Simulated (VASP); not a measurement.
# Cu in VASP: a series of runs, part 3 of 3

VASP 6.6.1.

## Step 6: Electric field gradients, PBEsol (equal xx and yy strain of +1 %)

Contents of INCAR:

```
SYSTEM = Cu
PREC = Accurate
ENCUT = 520
EDIFF = 1E-8
ISMEAR = -1
SIGMA = 0.08
LREAL = .FALSE.
LASPH = .TRUE.
NELM = 80
ALGO = Normal
ISIF = 2
LWAVE = .FALSE.
LCHARG = .FALSE.
GGA = PS
LEFG = .TRUE.
NBANDS = 12
```

Contents of KPOINTS:

```
Automatic mesh
0
G
  19 19 19
  0 0 0
```

Contents of POSCAR:

```
Cu
1.0
    0.0000000000      1.8255750000      1.8075000000
    1.8255750000      0.0000000000      1.8075000000
    1.8255750000      1.8255750000      0.0000000000
Cu
1
Direct
    0.0000000000      0.0000000000      0.0000000000
```

Potentials or basis: VASP PAW PBE potentials, release 64 (Cu).

Command:

```console
$ cat potpaw_PBE.64/Cu/POTCAR > POTCAR
$ mpirun -np 1 vasp_std > vasp.out
```

OUTCAR:

```text
SYSTEM = Cu
   PREC = Accurate
   ENCUT = 520
   EDIFF = 1E-8
   ISMEAR = -1
   LREAL = .FALSE.
   LASPH = .TRUE.
   NELM = 80
   ISIF = 2
   GGA = PS

 ion  position               nearest neighbor table
   1  0.000  0.000  0.000-

  LATTYP: Found a body centered tetragonal cell.
 ALAT       =     2.5817529241
 C/A-ratio  =     1.4002114479

  Lattice vectors:

 A1 = (   0.0000000000,  -1.8255750000,  -1.8075000000)
 A2 = (   0.0000000000,   1.8255750000,  -1.8075000000)
 A3 = (   1.8255750000,   0.0000000000,   1.8075000000)

Analysis of symmetry for initial positions (statically):
=====================================================================
 Subroutine PRICEL returns:
 Original cell was already a primitive cell.

 Routine SETGRP: Setting up the symmetry group for a
 body centered tetragonal supercell.

 Subroutine GETGRP returns: Found 16 space group operations
 (whereof 16 operations were pure point group operations)
 out of a pool of 16 trial point group operations.

The static configuration has the point symmetry D_4h.

Analysis of symmetry for dynamics (positions and initial velocities):
=====================================================================
 Subroutine PRICEL returns:
 Original cell was already a primitive cell.

 Routine SETGRP: Setting up the symmetry group for a
 body centered tetragonal supercell.

 Subroutine GETGRP returns: Found 16 space group operations
 (whereof 16 operations were pure point group operations)
 out of a pool of 16 trial point group operations.

The dynamic configuration has the point symmetry D_4h.

 Subroutine INISYM returns: Found 16 space group operations
 (whereof 16 operations are pure point group operations),
[... 153 lines left out ...]
      4       4.2170      2.00000
      5       4.9683      2.00000
      6       5.0148      2.00000
      7      29.5819      0.00000
      8      32.0302      0.00000
      9      32.0302      0.00000
     10      32.0617      0.00000
     11      34.4876      0.00000
     12      34.5120      0.00000
[... 331 lines left out ...]
 k-point    24 :      -0.2632    0.0526    0.0000
  band No.  band energies     occupation
      1       0.5541      2.00000
      2       3.9241      2.00000
      3       4.3259      2.00000
      4       4.3304      2.00000
      5       5.0399      2.00000
      6       5.2837      2.00000
      7      18.0466      0.00000
      8      26.9021      0.00000
      9      29.9614      0.00000
     10      30.9497      0.00000
     11      33.1110      0.00000
     12      34.5820      0.00000

 [... further k-points ...]
[... 5 lines left out ...]
  --------------------------------------------------------------------------------------
  -------------------------------------------------------------------------------------
  Total       -0.6405369     -0.6405369     -0.6127300      0.0000000     -0.0000000     -0.0000000
  in kB      -85.1818478    -85.1818478    -81.4839498      0.0000000     -0.0000000     -0.0000000
  external PRESSURE =     -83.9492151 kB  Pullay stress =       0.0000000 kB

 VOLUME and BASIS-vectors are now :
 -----------------------------------------------------------------------------
  energy-cutoff  :      520.00
  volume of cell :       12.05
      direct lattice vectors                 reciprocal lattice vectors
     0.000000000  1.825575000  1.807500000    -0.273886310  0.273886310  0.276625173
     1.825575000  0.000000000  1.807500000     0.273886310 -0.273886310  0.276625173
     1.825575000  1.825575000  0.000000000     0.273886310  0.273886310 -0.276625173

 POSITION                                       TOTAL-FORCE (eV/Angst)
 -----------------------------------------------------------------------------------
      0.00000      0.00000      0.00000         0.000000      0.000000      0.000000
 -----------------------------------------------------------------------------------
    total drift:                               -0.000000     -0.000000     -0.000000

  FREE ENERGIE OF THE ION-ELECTRON SYSTEM (eV)
  ---------------------------------------------------
  free  energy   TOTEN  =        -4.2918781769 eV

  energy  without entropy=       -4.2844391255  energy(sigma->0) =       -4.28815865

 Electric field gradients (V/A^2)
---------------------------------------------------------------------
 ion       V_xx      V_yy      V_zz      V_xy      V_xz      V_yz
---------------------------------------------------------------------
   1      -0.013    -0.013     0.026     0.001     0.003     0.003
---------------------------------------------------------------------

 Electric field gradients after diagonalization (V/A^2)
 (convention: |V_zz| > |V_xx| > |V_yy|)
----------------------------------------------------------------------
 ion       V_xx      V_yy      V_zz     asymmetry (V_yy - V_xx)/ V_zz
----------------------------------------------------------------------
   1      -0.014    -0.012     0.026       0.094
----------------------------------------------------------------------

           NMR quadrupolar parameters

 Cq : quadrupolar parameter    Cq=e*Q*V_zz/h
 eta: asymmetry parameters     (V_yy - V_xx)/ V_zz
 Q  : nuclear electric quadrupole moment in mb (millibarn)
----------------------------------------------------------------------
 ion       Cq(MHz)       eta       Q (mb)
----------------------------------------------------------------------
   1       0.000       0.094       1.000
----------------------------------------------------------------------
```

It took 2 min on 1 thread of AMD EPYC 7R43 (Zen 3), shared host; peak memory 0.15 GiB.

Results:

- Free energy: -4.2919 eV
- Pressure: -8.4 GPa

Stress tensor (GPa, compression positive):
```
-8.52  0.00  0.00
 0.00 -8.52  0.00
 0.00  0.00 -8.15
```

Caveat: the cell differs from its parent crystal (equal xx and yy strain of +1 %); without QUAD_EFG the Cq values of the log hold for a quadrupole moment of 1 mb, not for the nuclei; the PAW data sets were made with another functional, which shifts forces and pressure a little.

## Step 7: The runs side by side

| cell | gap on the mesh (eV) | pressure (GPa) |
| --- | --- | --- |
| a = 2.556 Å, angles 60.0°, 1 atom | none | -5.8 |
| a = 2.531, b = 2.531, c = 2.505 Å, angles 60.3, 60.3, 59.3°, 1 atom | none | 0.2 |
| a = 2.569, b = 2.569, c = 2.582 Å, angles 59.8, 59.8, 60.3°, 1 atom | none | -8.4 |

Alike in all rows: task electric field gradients; level PBEsol; potentials or basis VASP PAW PBE potentials, release 64 (Cu); no spin polarisation; k mesh 19 × 19 × 19; cutoff (eV) 520; smearing fermi-dirac 0.08 eV.

Caveats: the PAW data sets were made with another functional, which shifts forces and pressure a little.

Absolute energies hang on the potentials; compare differences alone.
